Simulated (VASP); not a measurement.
# Tl (I4/mmm) in VASP: single point with PBEsol

Aim: the single point of Tl with PBEsol.

Program: VASP 6.6.1. These are calculated values, not measurements. Logs are shortened: lines on timing, memory, paths and dates and some standing lists are left out, and cuts for length are marked.

## 1. The cell of the first run

It takes space group I4/mmm (No. 139, tetragonal). The conventional cell has a = 3.766 Å, b = 3.766 Å, c = 3.998 Å, α = 90.00°, β = 90.00°, γ = 90.00°. Within 4.4 Å of Tl (site symmetry 4/mmm) lie 14 Tl at 3.33 to 4.00 Å.

## 2. Single point, PBEsol (strain -0.030 along x and y, +0.030 along z)

INCAR reads:

```
  ALGO = Fast
  EDIFF = 1E-6
  ENCUT = 520
  GGA = PS
  ISIF = 2
  ISMEAR = 0
  LASPH = T
  LCHARG = F
  LREAL = F
  LWAVE = F
  NBANDS = 12
  NELM = 60
  PREC = Accurate
  SIGMA = 0.15
```

KPOINTS reads:

```
k-points
0
Gamma
  18 18 18
```

POSCAR reads:

```
Tl
1.0
   -1.8827700000      1.8827700000      1.9992300000
    1.8827700000     -1.8827700000      1.9992300000
    1.8827700000      1.8827700000     -1.9992300000
Tl
1
Direct
    0.0000000000      0.0000000000      0.0000000000
```

Potentials or basis: VASP PAW PBE potentials, release 64 (Tl_d).

Run with:

```console
> cat potpaw_PBE.64/Tl_d/POTCAR > POTCAR
> mpirun -np 1 vasp_std > vasp.out
```

OUTCAR:

```text
EDIFF = 1E-6
   ENCUT = 520
   GGA = PS
   ISIF = 2
   ISMEAR = 0
   LASPH = T
   LREAL = F
   NELM = 60
   PREC = Accurate

 ion  position               nearest neighbor table
   1  0.000  0.000  0.000-

  LATTYP: Found a body centered tetragonal cell.
 ALAT       =     3.7655400000
 C/A-ratio  =     1.0618556701

  Lattice vectors:

 A1 = (  -1.8827700000,   1.8827700000,   1.9992300000)
 A2 = (   1.8827700000,  -1.8827700000,   1.9992300000)
 A3 = (   1.8827700000,   1.8827700000,  -1.9992300000)

Analysis of symmetry for initial positions (statically):
=====================================================================
 Subroutine PRICEL returns:
 Original cell was already a primitive cell.

 Routine SETGRP: Setting up the symmetry group for a
 body centered tetragonal supercell.

 Subroutine GETGRP returns: Found 16 space group operations
 (whereof 16 operations were pure point group operations)
 out of a pool of 16 trial point group operations.

The static configuration has the point symmetry D_4h.

Analysis of symmetry for dynamics (positions and initial velocities):
=====================================================================
 Subroutine PRICEL returns:
 Original cell was already a primitive cell.

 Routine SETGRP: Setting up the symmetry group for a
 body centered tetragonal supercell.

 Subroutine GETGRP returns: Found 16 space group operations
 (whereof 16 operations were pure point group operations)
 out of a pool of 16 trial point group operations.

The dynamic configuration has the point symmetry D_4h.

 Subroutine INISYM returns: Found 16 space group operations
 (whereof 16 operations are pure point group operations),
 and found     1 'primitive' translations

----------------------------------------------------------------------------------------

                                     Primitive cell

  volume of cell :      28.3477

  direct lattice vectors                    reciprocal lattice vectors
    -1.882770000  1.882770000  1.999230000     0.000000000  0.265566160  0.250096287
     1.882770000 -1.882770000  1.999230000     0.265566160  0.000000000  0.250096287
     1.882770000  1.882770000 -1.999230000     0.265566160  0.265566160  0.000000000

  length of vectors
     3.329649582  3.329649582  3.329649582     0.364792459  0.364792459  0.375567266

  position of ions in fractional coordinates (direct lattice)
     0.000000000  0.000000000  0.000000000

  ion indices of the primitive-cell ions
   primitive index   ion index
                 1           1

----------------------------------------------------------------------------------------

 KPOINTS: k-points

Automatic generation of k-mesh.
 Grid dimensions read from file:
 generate k-points for:   18   18   18

 Generating k-lattice:

  Cartesian coordinates                     Fractional coordinates (reciprocal lattice)
     0.000000000  0.014753676  0.013894238     0.055555556  0.000000000  0.000000000
     0.014753676  0.000000000  0.013894238     0.000000000  0.055555556  0.000000000
     0.014753676  0.014753676  0.000000000     0.000000000  0.000000000  0.055555556

  Length of vectors
     0.020266248  0.020266248  0.020864848

  Shift w.r.t. Gamma in fractional coordinates (k-lattice)
     0.000000000  0.000000000  0.000000000

 Subroutine IBZKPT returns following result:
 ===========================================

 Found    480 irreducible k-points:

 Following reciprocal coordinates:
            Coordinates               Weight
  0.000000  0.000000  0.000000      1.000000
  0.055556 -0.000000  0.000000      8.000000
  0.111111 -0.000000  0.000000      8.000000
  0.166667 -0.000000  0.000000      8.000000
  0.222222 -0.000000  0.000000      8.000000
  0.277778  0.000000  0.000000      8.000000
[... 16 lines left out ...]
 -0.277778  0.055556  0.000000     16.000000
 -0.222222  0.055556 -0.000000     16.000000
 [... further k-points ...]
   k-points           NKPTS =    480   k-points in BZ     NKDIM =    480   number of bands    NBANDS=     12
   number of dos      NEDOS =    301   number of ions     NIONS =      1
   total plane-waves  NPLWV =  21952
   dimension x,y,z NGX =    28 NGY =   28 NGZ =   28
   dimension x,y,z NGXF=    56 NGYF=   56 NGZF=   56
   ions per type =               1
   NGX,Y,Z   is equivalent  to a cutoff of  13.98, 13.98, 13.98 a.u.
   NGXF,Y,Z  is equivalent  to a cutoff of  27.96, 27.96, 27.96 a.u.
 SYSTEM =  unknown system
   PREC   = accura    normal or accurate (medium, high low for compatibility)
   ISTART =      0    job   : 0-new  1-cont  2-samecut
   ICHARG =      2    charge: 1-file 2-atom 10-const
   ISPIN  =      1    spin polarized calculation?
   LNONCOLLINEAR =      F non collinear calculations
   LSORBIT =      F    spin-orbit coupling
   LASPH  =      T    aspherical Exc in radial PAW
   ENCUT  =  520.0 eV  38.22 Ry    6.18 a.u.   6.19  6.19  6.19*2*pi/ulx,y,z
   NELM   =     60;   NELMIN=  2; NELMDL= -5     # of ELM steps
   EDIFF  = 0.1E-05   stopping-criterion for ELM
   LREAL  =      F    real-space projection
   EDIFFG = 0.1E-04   stopping-criterion for IOM
   NSW    =      0    number of steps for IOM
   IBRION =     -1    ionic relax: 0-MD 1-quasi-New 2-CG
   NFREE  =      0    steps in history (QN), initial steepest desc. (CG)
   ISIF   =      2    stress and relaxation
   ISYM   =      2    0-nonsym 1-usesym 2-fastsym
   POTIM  = 0.5000    time-step for ionic-motion
   TEBEG  =    0.0;   TEEND  =   0.0 temperature during run
   PSTRESS=    0.0 pullay stress
   NELECT =      13.0000    total number of electrons
   NUPDOWN=      -1.0000    fix difference up-down
   EMIN   =  10.00;   EMAX   =-10.00  energy-range for DOS
   EFERMI =   0.00;   METHOD = LEGACY
   ISMEAR =     0;   SIGMA  =   0.15  broadening in eV -4-tet -1-fermi 0-gaus
   EFERMI_NEDOS =   21; number of points for ismear=-14 and -15
   IALGO  =     68    algorithm
   IMIX   =      4    mixing-type and parameters
     AMIX     =   0.40;   BMIX     =  1.00
     AMIX_MAG =   1.60;   BMIX_MAG =  1.00
  volume/ion in A,a.u.               =      28.35       191.30
  Fermi-wavevector in a.u.,A,eV,Ry     =   1.262458  2.385699 21.684960  1.593800
  Thomas-Fermi vector in A             =   2.395865
   LORBIT       =      0    0 simple, 1 ext, 2 COOP (PROOUT), +10 PAW based schemes
   GGA     = PS    functional components
   LHFCALC =     F    Hartree Fock is set to
   AEXX    =    0.0000 exact exchange contribution
   IVDW    =     0    specifies the selected vdW correction
   LEPSILON=     F    determine dielectric tensor
   LRPA    =     F    only Hartree local field effects (RPA)
 non-spin polarized calculation
 RMM-DIIS sequential band-by-band and
 Gauss-broadening in eV      SIGMA  =   0.15
  energy-cutoff  :      520.00
  volume of cell :       28.35
 maximum number of plane-waves:       784
 NGX is ok and might be reduce to    28
   NGX = 13   NGY = 13   NGZ = 13

 number of electron      13.0000002 magnetization

 Free energy of the ion-electron system (eV)
  ---------------------------------------------------
  ext. energy  EPLUGINS =         0.00000000
  ---------------------------------------------------
  free energy    TOTEN  =        -2.62761638 eV

  energy without entropy =       -2.62247895  energy(sigma->0) =       -2.62504766

 E-fermi :   6.4830     XC(G=0): -10.4120

 val. band max:        6.4720223342   @ k =   0.2778   0.2778   0.2222
 cond. band min:       6.4853620725   @ k =  -0.3333  -0.3333   0.1667
 fundamental gap:      0.0133397383
 Fermi energy:         6.4830352411

 k-point     1 :       0.0000    0.0000    0.0000
  band No.  band energies     occupation
      1      -5.1675      2.00000
      2      -5.1675      2.00000
      3      -5.0895      2.00000
      4      -4.7458      2.00000
      5      -4.6735      2.00000
      6      -3.6489      2.00000
      7      17.1048      0.00000
      8      17.4266      0.00000
      9      17.4266      0.00000
     10      18.3652      0.00000
     11      19.2764      0.00000
     12      19.2764      0.00000

 k-point     2 :       0.0556   -0.0000    0.0000
  band No.  band energies     occupation
      1      -5.1627      2.00000
      2      -5.1611      2.00000
      3      -5.0815      2.00000
      4      -4.7496      2.00000
      5      -4.6767      2.00000
      6      -3.5796      2.00000
      7      16.3891      0.00000
      8      17.1701      0.00000
      9      17.1868      0.00000
     10      18.2630      0.00000
     11      19.0895      0.00000
     12      19.1934      0.00000

 k-point     3 :       0.1111   -0.0000    0.0000
  band No.  band energies     occupation
      1      -5.1601      2.00000
      2      -5.1527      2.00000
      3      -5.0408      2.00000
      4      -4.7612      2.00000
      5      -4.6846      2.00000
      6      -3.3681      2.00000
      7      14.6418      0.00000
      8      16.5721      0.00000
      9      16.7816      0.00000
     10      18.1855      0.00000
     11      18.8085      0.00000
     12      19.0073      0.00000
[... 286 lines left out ...]
 k-point    23 :      -0.2778    0.0556    0.0000
  band No.  band energies     occupation
      1      -5.2174      2.00000
      2      -5.1678      2.00000
      3      -4.7977      2.00000
      4      -4.7925      2.00000
      5      -4.6948      2.00000
      6      -2.1077      2.00000
      7       9.8138      0.00000
      8      14.1323      0.00000
      9      15.0247      0.00000
     10      17.9772      0.00000
     11      18.8445      0.00000
     12      19.0827      0.00000

 k-point    24 :      -0.2222    0.0556   -0.0000
  band No.  band energies     occupation
      1      -5.1907      2.00000
      2      -5.1477      2.00000
      3      -4.9074      2.00000
      4      -4.7805      2.00000
      5      -4.6961      2.00000
      6      -2.6980      2.00000
      7      11.6725      0.00000
      8      14.9298      0.00000
      9      15.5860      0.00000
     10      18.2565      0.00000
     11      18.6543      0.00000
     12      18.9963      0.00000

 [... further k-points ...]

------------------------ aborting loop because EDIFF is reached ----------------------------------------

  FORCE on cell =-STRESS in cart. coord.  units (eV):
  Direction    XX          YY          ZZ          XY          YZ          ZX
  --------------------------------------------------------------------------------------
  -------------------------------------------------------------------------------------
  Total        0.0818444      0.0818444     -0.0294031      0.0000000     -0.0000000      0.0000000
  in kB        4.6257505      4.6257505     -1.6618312      0.0000000     -0.0000000      0.0000000
  external PRESSURE =       2.5298899 kB  Pullay stress =       0.0000000 kB

 VOLUME and BASIS-vectors are now :
 -----------------------------------------------------------------------------
  energy-cutoff  :      520.00
  volume of cell :       28.35
      direct lattice vectors                 reciprocal lattice vectors
    -1.882770000  1.882770000  1.999230000     0.000000000  0.265566160  0.250096287
     1.882770000 -1.882770000  1.999230000     0.265566160  0.000000000  0.250096287
     1.882770000  1.882770000 -1.999230000     0.265566160  0.265566160  0.000000000

 POSITION                                       TOTAL-FORCE (eV/Angst)
 -----------------------------------------------------------------------------------
      0.00000      0.00000      0.00000         0.000000     -0.000000     -0.000000
 -----------------------------------------------------------------------------------
    total drift:                               -0.000000     -0.000000     -0.000000

  FREE ENERGIE OF THE ION-ELECTRON SYSTEM (eV)
  ---------------------------------------------------
  free  energy   TOTEN  =        -2.6276163821 eV

  energy  without entropy=       -2.6224789462  energy(sigma->0) =       -2.62504766
```

Run time: 56 s. Hardware: 1 thread of Intel Xeon 6975P-C (Granite Rapids), shared host; peak memory 0.28 GiB.

Results:

```
Free energy            : -2.6276 eV
Pressure               : 0.3 GPa
Band gap on the k mesh : zero (an odd number of electrons rules out a gap without spin polarisation)
```

Caveat: the cell differs from its parent crystal (strain -0.030 along x and y, +0.030 along z); the PAW data sets were made with another functional, which shifts forces and pressure a little; spin-orbit coupling is left out, which moves the levels of the heavy elements.
